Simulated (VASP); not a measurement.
# BN (R3m) in VASP: a series of runs

The runs below take BN through electric field gradients, with PBEsol.

Everything below comes from runs of VASP 6.6.1. Logs are shortened: lines on timing, memory, paths and dates and some standing lists are left out, and cuts for length are marked.

## Step 1: The cell of the first run

The structure is trigonal, space group R3m (No. 160). Conventional cell: a = 2.582 Å, b = 2.582 Å, c = 6.136 Å, α = 90.00°, β = 90.00°, γ = 120.00°. Within 2.0 Å of B (site symmetry 3m) lie 4 N at 1.53 to 1.58 Å. Within 2.0 Å of N (site symmetry 3m) lie 4 B at 1.53 to 1.58 Å.

## Step 2: Electric field gradients, PBEsol (equal xy, yz and zx shear strains of -2 %)

Contents of INCAR:

```
SYSTEM = BN
PREC = Accurate
ENCUT = 520
EDIFF = 1E-8
ISMEAR = -1
SIGMA = 0.03
LREAL = .FALSE.
LASPH = .TRUE.
NELM = 100
ALGO = Normal
ISIF = 2
LWAVE = .FALSE.
LCHARG = .FALSE.
GGA = PS
LEFG = .TRUE.
NBANDS = 11
```

Contents of KPOINTS:

```
Automatic mesh
0
G
  13 13 13
  0 0 0
```

Contents of POSCAR:

```
BN
1.0
   -0.0361500000      1.7894250000      1.7894250000
    1.7894250000     -0.0361500000      1.7894250000
    1.7894250000      1.7894250000     -0.0361500000
B N
1 1
Direct
    0.0000000000      0.0000000000      0.0000000000
    0.7500000000      0.7500000000      0.7500000000
```

Potentials or basis: VASP PAW PBE potentials, release 64 (B, N).

The run is started by

```sh
$ cat potpaw_PBE.64/B/POTCAR potpaw_PBE.64/N/POTCAR > POTCAR
$ mpirun -np 1 vasp_std > vasp.out
```

OUTCAR:

```text
SYSTEM = BN
   PREC = Accurate
   ENCUT = 520
   EDIFF = 1E-8
   ISMEAR = -1
   LREAL = .FALSE.
   LASPH = .TRUE.
   NELM = 100
   ISIF = 2
   GGA = PS

 ion  position               nearest neighbor table
   1  0.000  0.000  0.000-   2 1.53   2 1.58   2 1.58   2 1.58
   2  0.750  0.750  0.750-   1 1.53   1 1.58   1 1.58   1 1.58

  LATTYP: Found a trigonal (rhomboedric) cell.
 ALAT       =     2.5308872918
 COS(alpha) =     0.4797000918

  Lattice vectors:

 A1 = (  -0.0361500000,   1.7894250000,   1.7894250000)
 A2 = (   1.7894250000,  -0.0361500000,   1.7894250000)
 A3 = (   1.7894250000,   1.7894250000,  -0.0361500000)

Analysis of symmetry for initial positions (statically):
=====================================================================
 Subroutine PRICEL returns:
 Original cell was already a primitive cell.

 Routine SETGRP: Setting up the symmetry group for a
 trigonal (rhombohedral) supercell.

 Subroutine GETGRP returns: Found  6 space group operations
 (whereof  6 operations were pure point group operations)
 out of a pool of 12 trial point group operations.

The static configuration has the point symmetry C_3v.

Analysis of symmetry for dynamics (positions and initial velocities):
=====================================================================
 Subroutine PRICEL returns:
 Original cell was already a primitive cell.

 Routine SETGRP: Setting up the symmetry group for a
 trigonal (rhombohedral) supercell.

 Subroutine GETGRP returns: Found  6 space group operations
 (whereof  6 operations were pure point group operations)
 out of a pool of 12 trial point group operations.

The dynamic configuration has the point symmetry C_3v.

 Subroutine INISYM returns: Found  6 space group operations
 (whereof  6 operations are pure point group operations),
 and found     1 'primitive' translations

----------------------------------------------------------------------------------------

                                     Primitive cell

  volume of cell :      11.8068

  direct lattice vectors                    reciprocal lattice vectors
    -0.036150000  1.789425000  1.789425000    -0.271091552  0.276681068  0.276681068
     1.789425000 -0.036150000  1.789425000     0.276681068 -0.271091552  0.276681068
     1.789425000  1.789425000 -0.036150000     0.276681068  0.276681068 -0.271091552

  length of vectors
     2.530887292  2.530887292  2.530887292     0.476020437  0.476020437  0.476020437

  position of ions in fractional coordinates (direct lattice)
     0.000000000  0.000000000  0.000000000
     0.750000000  0.750000000  0.750000000

  ion indices of the primitive-cell ions
   primitive index   ion index
                 1           1
                 2           2

----------------------------------------------------------------------------------------

 KPOINTS: Automatic mesh

Automatic generation of k-mesh.
 Grid dimensions read from file:
 generate k-points for:   13   13   13

 Generating k-lattice:

  Cartesian coordinates                     Fractional coordinates (reciprocal lattice)
    -0.020853196  0.021283159  0.021283159     0.076923077  0.000000000  0.000000000
     0.021283159 -0.020853196  0.021283159     0.000000000  0.076923077  0.000000000
     0.021283159  0.021283159 -0.020853196     0.000000000  0.000000000  0.076923077

  Length of vectors
     0.036616957  0.036616957  0.036616957

  Shift w.r.t. Gamma in fractional coordinates (k-lattice)
     0.000000000  0.000000000  0.000000000

 Subroutine IBZKPT returns following result:
 ===========================================

 Found    231 irreducible k-points:

 Following reciprocal coordinates:
            Coordinates               Weight
  0.000000  0.000000  0.000000      1.000000
  0.076923  0.000000 -0.000000      6.000000
  0.153846  0.000000  0.000000      6.000000
  0.230769 -0.000000 -0.000000      6.000000
  0.307692  0.000000  0.000000      6.000000
  0.384615  0.000000 -0.000000      6.000000
[... 16 lines left out ...]
  0.384615  0.153846  0.000000     12.000000
  0.461538  0.153846  0.000000     12.000000
 [... further k-points ...]
   k-points           NKPTS =    231   k-points in BZ     NKDIM =    231   number of bands    NBANDS=     11
   number of dos      NEDOS =    301   number of ions     NIONS =      2
   total plane-waves  NPLWV =   8000
   dimension x,y,z NGX =    20 NGY =   20 NGZ =   20
   dimension x,y,z NGXF=    40 NGYF=   40 NGZF=   40
   ions per type =               1   1
   NGX,Y,Z   is equivalent  to a cutoff of  13.14, 13.14, 13.14 a.u.
   NGXF,Y,Z  is equivalent  to a cutoff of  26.27, 26.27, 26.27 a.u.
 SYSTEM =  BN
   PREC   = accura    normal or accurate (medium, high low for compatibility)
   ISTART =      0    job   : 0-new  1-cont  2-samecut
   ICHARG =      2    charge: 1-file 2-atom 10-const
   ISPIN  =      1    spin polarized calculation?
   LNONCOLLINEAR =      F non collinear calculations
   LSORBIT =      F    spin-orbit coupling
   LASPH  =      T    aspherical Exc in radial PAW
   ENCUT  =  520.0 eV  38.22 Ry    6.18 a.u.   4.71  4.71  4.71*2*pi/ulx,y,z
   NELM   =    100;   NELMIN=  2; NELMDL= -5     # of ELM steps
   EDIFF  = 0.1E-07   stopping-criterion for ELM
   LREAL  =      F    real-space projection
   EDIFFG = 0.1E-06   stopping-criterion for IOM
   NSW    =      0    number of steps for IOM
   IBRION =     -1    ionic relax: 0-MD 1-quasi-New 2-CG
   NFREE  =      0    steps in history (QN), initial steepest desc. (CG)
   ISIF   =      2    stress and relaxation
   ISYM   =      2    0-nonsym 1-usesym 2-fastsym
   POTIM  = 0.5000    time-step for ionic-motion
   TEBEG  =    0.0;   TEEND  =   0.0 temperature during run
   PSTRESS=    0.0 pullay stress
   NELECT =       8.0000    total number of electrons
   NUPDOWN=      -1.0000    fix difference up-down
   EMIN   =  10.00;   EMAX   =-10.00  energy-range for DOS
   EFERMI =   0.00;   METHOD = LEGACY
   ISMEAR =    -1;   SIGMA  =   0.03  broadening in eV -4-tet -1-fermi 0-gaus
   EFERMI_NEDOS =   21; number of points for ismear=-14 and -15
   IALGO  =     38    algorithm
   IMIX   =      4    mixing-type and parameters
     AMIX     =   0.40;   BMIX     =  1.00
     AMIX_MAG =   1.60;   BMIX_MAG =  1.00
  volume/ion in A,a.u.               =       5.90        39.84
  Fermi-wavevector in a.u.,A,eV,Ry     =   1.437894  2.717226 28.130584  2.067540
  Thomas-Fermi vector in A             =   2.556921
   LORBIT       =      0    0 simple, 1 ext, 2 COOP (PROOUT), +10 PAW based schemes
   GGA     = PS    functional components
   LHFCALC =     F    Hartree Fock is set to
   AEXX    =    0.0000 exact exchange contribution
   IVDW    =     0    specifies the selected vdW correction
   LEPSILON=     F    determine dielectric tensor
   LRPA    =     F    only Hartree local field effects (RPA)
 non-spin polarized calculation
  energy-cutoff  :      520.00
  volume of cell :       11.81
 maximum number of plane-waves:       331
   NGX =  9   NGY =  9   NGZ =  9

 number of electron       7.9999999 magnetization

 Free energy of the ion-electron system (eV)
  ---------------------------------------------------
  ext. energy  EPLUGINS =         0.00000000
  ---------------------------------------------------
  free energy    TOTEN  =       -18.32607160 eV

  energy without entropy =      -18.32607160  energy(sigma->0) =      -18.32607160

 E-fermi :   7.9600     XC(G=0): -13.0172

 val. band max:        7.4266274092   @ k =   0.0000   0.0000   0.0000
 cond. band min:      11.6965409212   @ k =   0.4615   0.4615   0.0000
 fundamental gap:      4.2699135120
 Fermi energy:         7.9600176690

 k-point     1 :       0.0000    0.0000    0.0000
  band No.  band energies     occupation
      1     -12.8930      2.00000
      2       7.3325      2.00000
      3       7.3325      2.00000
      4       7.4266      2.00000
      5      15.8612      0.00000
      6      15.8612      0.00000
      7      16.3114      0.00000
      8      18.0268      0.00000
      9      31.8820      0.00000
     10      35.0707      0.00000
     11      35.0708      0.00000
[... 309 lines left out ...]
 k-point    24 :       0.4615    0.1538    0.0000
  band No.  band energies     occupation
      1      -8.9227      2.00000
      2      -2.0505      2.00000
      3       4.1428      2.00000
      4       4.6396      2.00000
      5      16.2998      0.00000
      6      19.3624      0.00000
      7      20.0614      0.00000
      8      21.7030      0.00000
      9      27.9485      0.00000
     10      33.4320      0.00000
     11      35.1706      0.00000

 [... further k-points ...]

------------------------ aborting loop because EDIFF is reached ----------------------------------------

  FORCE on cell =-STRESS in cart. coord.  units (eV):
  Direction    XX          YY          ZZ          XY          YZ          ZX
  --------------------------------------------------------------------------------------
  -------------------------------------------------------------------------------------
  Total       -0.1315433     -0.1315433     -0.1315433      0.6836203      0.6836203      0.6836203
  in kB      -17.8502980    -17.8502980    -17.8502980     92.7666401     92.7666401     92.7666401
  external PRESSURE =     -17.8502980 kB  Pullay stress =       0.0000000 kB

 VOLUME and BASIS-vectors are now :
 -----------------------------------------------------------------------------
  energy-cutoff  :      520.00
  volume of cell :       11.81
      direct lattice vectors                 reciprocal lattice vectors
    -0.036150000  1.789425000  1.789425000    -0.271091552  0.276681068  0.276681068
     1.789425000 -0.036150000  1.789425000     0.276681068 -0.271091552  0.276681068
     1.789425000  1.789425000 -0.036150000     0.276681068  0.276681068 -0.271091552

 POSITION                                       TOTAL-FORCE (eV/Angst)
 -----------------------------------------------------------------------------------
      0.00000      0.00000      0.00000         0.072725      0.072725      0.072725
      2.65702      2.65702      2.65703        -0.072725     -0.072725     -0.072725
 -----------------------------------------------------------------------------------
    total drift:                                0.000010      0.000010      0.000010

  FREE ENERGIE OF THE ION-ELECTRON SYSTEM (eV)
  ---------------------------------------------------
  free  energy   TOTEN  =       -18.3260716009 eV

  energy  without entropy=      -18.3260716009  energy(sigma->0) =      -18.32607160

 Electric field gradients (V/A^2)
---------------------------------------------------------------------
 ion       V_xx      V_yy      V_zz      V_xy      V_xz      V_yz
---------------------------------------------------------------------
   1      -0.000    -0.000    -0.000    -1.273    -1.273    -1.273
   2      -0.000    -0.000    -0.000    -3.290    -3.290    -3.290
---------------------------------------------------------------------

 Electric field gradients after diagonalization (V/A^2)
 (convention: |V_zz| > |V_xx| > |V_yy|)
----------------------------------------------------------------------
 ion       V_xx      V_yy      V_zz     asymmetry (V_yy - V_xx)/ V_zz
----------------------------------------------------------------------
   1       1.273     1.273    -2.546       0.000
   2       3.290     3.290    -6.580       0.000
----------------------------------------------------------------------

           NMR quadrupolar parameters

 Cq : quadrupolar parameter    Cq=e*Q*V_zz/h
 eta: asymmetry parameters     (V_yy - V_xx)/ V_zz
 Q  : nuclear electric quadrupole moment in mb (millibarn)
----------------------------------------------------------------------
 ion       Cq(MHz)       eta       Q (mb)
----------------------------------------------------------------------
   1      -0.006       0.000       1.000
   2      -0.016       0.000       1.000
----------------------------------------------------------------------
```

It took 43 s on 1 thread of Intel Xeon 8259CL, shared host; peak memory 0.14 GiB.

What came out:

| Property | Result |
| --- | --- |
| Free energy | -18.3261 eV |
| Pressure | -1.8 GPa |
| Largest force | 0.126 eV/Å |
| Band gap on the k mesh | 4.27 eV (least direct gap 8.43 eV) |
| Largest electric field gradient by atom | B -2.5; N -6.6 V/Å² |

Forces in eV/Å, atoms in the order of the input:
```
B    0.073  0.073  0.073
N   -0.073 -0.073 -0.073
```

Stress tensor (GPa, compression positive):
```
-1.79  9.28  9.28
 9.28 -1.79  9.28
 9.28  9.28 -1.79
```

Electric field gradients, principal values (V/Å²):
| atom | least | middle | greatest (by size) |
| --- | --- | --- | --- |
| 1 B | 1.273 | 1.273 | -2.546 |
| 2 N | 3.290 | 3.290 | -6.580 |

Caveat: the cell differs from its parent crystal (equal xy, yz and zx shear strains of -2 %); without QUAD_EFG the Cq values of the log hold for a quadrupole moment of 1 mb, not for the nuclei; the PAW data sets were made with another functional, which shifts forces and pressure a little; an odd mesh through Γ misses points on the zone boundary, where band edges can lie.

## Step 3: Electric field gradients, PBEsol (equal xy, yz and zx shear strains of +1 %)

Contents of INCAR:

```
SYSTEM = BN
PREC = Accurate ; ENCUT = 520
EDIFF = 1E-8 ; ISMEAR = -1
SIGMA = 0.03 ; LREAL = .FALSE.
LASPH = .TRUE. ; NELM = 80
ALGO = Normal ; ISIF = 2
LWAVE = .FALSE. ; LCHARG = .FALSE.
GGA = PS ; LEFG = .TRUE.
NBANDS = 11
```

KPOINTS is that of step 2.

Contents of POSCAR:

```
BN
1.0
    0.0180750000      1.8165375000      1.8165375000
    1.8165375000      0.0180750000      1.8165375000
    1.8165375000      1.8165375000      0.0180750000
B N
1 1
Direct
    0.0000000000      0.0000000000      0.0000000000
    0.7500000000      0.7500000000      0.7500000000
```

Potentials or basis: VASP PAW PBE potentials, release 64 (B, N).

The run is started by

```sh
$ cat potpaw_PBE.64/B/POTCAR potpaw_PBE.64/N/POTCAR > POTCAR
$ mpirun -np 1 vasp_std > vasp.out
```

OUTCAR:

```text
SYSTEM = BN
   PREC = Accurate
   ENCUT = 520
   EDIFF = 1E-8
   ISMEAR = -1
   LREAL = .FALSE.
   LASPH = .TRUE.
   NELM = 80
   ISIF = 2
   GGA = PS

 ion  position               nearest neighbor table
   1  0.000  0.000  0.000-   2 1.56   2 1.56   2 1.56   2 1.58
   2  0.750  0.750  0.750-   1 1.56   1 1.56   1 1.56   1 1.58

  LATTYP: Found a trigonal (rhomboedric) cell.
 ALAT       =     2.5690355551
 COS(alpha) =     0.5099250056

  Lattice vectors:

[... 547 lines left out ...]

  FREE ENERGIE OF THE ION-ELECTRON SYSTEM (eV)
  ---------------------------------------------------
  free  energy   TOTEN  =       -18.3415632915 eV

  energy  without entropy=      -18.3415632915  energy(sigma->0) =      -18.34156329

 Electric field gradients (V/A^2)
---------------------------------------------------------------------
 ion       V_xx      V_yy      V_zz      V_xy      V_xz      V_yz
---------------------------------------------------------------------
   1      -0.000    -0.000    -0.000     0.620     0.620     0.620
   2       0.000    -0.000    -0.000     1.635     1.635     1.635
---------------------------------------------------------------------

 Electric field gradients after diagonalization (V/A^2)
 (convention: |V_zz| > |V_xx| > |V_yy|)
----------------------------------------------------------------------
 ion       V_xx      V_yy      V_zz     asymmetry (V_yy - V_xx)/ V_zz
----------------------------------------------------------------------
   1      -0.620    -0.620     1.239       0.000
   2      -1.635    -1.635     3.270       0.000
----------------------------------------------------------------------

           NMR quadrupolar parameters

 Cq : quadrupolar parameter    Cq=e*Q*V_zz/h
 eta: asymmetry parameters     (V_yy - V_xx)/ V_zz
 Q  : nuclear electric quadrupole moment in mb (millibarn)
----------------------------------------------------------------------
 ion       Cq(MHz)       eta       Q (mb)
----------------------------------------------------------------------
   1       0.003       0.000       1.000
   2       0.008       0.000       1.000
----------------------------------------------------------------------
```

stdout:

```text
POSCAR found type information on POSCAR B N
 POSCAR found :  2 types and       2 ions
 scaLAPACK will be used
 -----------------------------------------------------------------------------
|                                                                             |
|                                                                             |
|     You enforced a specific xc type in the INCAR file but a different       |
|     I HOPE YOU KNOW WHAT YOU ARE DOING!                                     |
|                                                                             |
 -----------------------------------------------------------------------------

 LDA part: xc-table for (Slater+PW92), standard interpolation
 POSCAR, INCAR and KPOINTS ok, starting setup
 FFT: planning ... GRIDC
 FFT: planning ... GRID_SOFT
 FFT: planning ... GRID
 WAVECAR not read
 entering main loop
ion   1

ion   2
```

Run time: 40 s. Hardware: 1 thread of Intel Xeon 8259CL, shared host; peak memory 0.14 GiB.

What came out:

| Quantity | Value |
| --- | --- |
| Free energy | -18.3416 eV |
| Pressure | -2.2 GPa |
| Largest force | 0.028 eV/Å |
| Band gap on the k mesh | 4.33 eV (least direct gap 8.41 eV) |
| Largest electric field gradient by atom | B +1.2; N +3.3 V/Å² |

Forces in eV/Å, atoms in the order of the input:
```
B   -0.016 -0.016 -0.016
N    0.016  0.016  0.016
```

Stress tensor (GPa, compression positive):
```
-2.21 -4.49 -4.49
-4.49 -2.21 -4.49
-4.49 -4.49 -2.21
```

Levels at points of the mesh, in eV from the valence-band top:
| k point | band 1 | band 2 | band 3 | band 4 | band 5 | band 6 | band 7 | band 8 | band 9 |
| --- | --- | --- | --- | --- | --- | --- | --- | --- | --- |
| (0.00, 0.00, 0.00) | -20.28 | -0.07 | 0.00 | 0.00 | 8.41 | 8.88 | 8.88 | 10.32 | 24.49 |

Electric field gradients, principal values (V/Å²):
| atom | least | middle | greatest (by size) |
| --- | --- | --- | --- |
| 1 B | -0.620 | -0.620 | 1.239 |
| 2 N | -1.635 | -1.635 | 3.270 |

Caveat: the cell differs from its parent crystal (equal xy, yz and zx shear strains of +1 %); without QUAD_EFG the Cq values of the log hold for a quadrupole moment of 1 mb, not for the nuclei; the PAW data sets were made with another functional, which shifts forces and pressure a little; an odd mesh through Γ misses points on the zone boundary, where band edges can lie.

[end of part 1 of 2]
